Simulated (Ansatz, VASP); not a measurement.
# SnSe4 in VASP and in Ansatz

```
Sn Se
1.0
     5.11941    0.00000    0.00000
     0.00000    5.11941    0.00000
     0.00000    0.00000    5.11941
Sn Se
1 4
Direct
  0.50000 0.50000 0.50000
  0.79590 0.79590 0.79590
  0.20410 0.20410 0.79590
  0.20410 0.79590 0.20410
  0.79590 0.20410 0.20410
```

Alike in both runs: functional PBE; k mesh 4 × 4 × 4; occupations gaussian, width 0.1 eV; no spin polarisation.

Ansatz relaxed the structure, and its values are those at the end. VASP's run is a single point on that final structure, the one shown.

|  | VASP | Ansatz |
| --- | --- | --- |
| version | VASP 6.6.1 | Ansatz 0.2.0 |
| potentials or method | VASP PAW PBE potentials, release 64 (Sn_d, Se), cutoff 520 eV | scalar-relativistic, plane waves, PAW |
| valence electrons in the cell | 38 | 78 |

|  | VASP | Ansatz | Ansatz less VASP |
| --- | --- | --- | --- |
| gap on the k mesh at the Fermi level (eV) | none | none | - |
| pressure (GPa) | 0.1 | 0.1 | 0.00 |

A gap of «none» marks a metal or a gap that the smearing closes. VASP's potentials hold 38 valence electrons a cell and Ansatz's 78, so a difference there can come from the potentials and not from the codes.
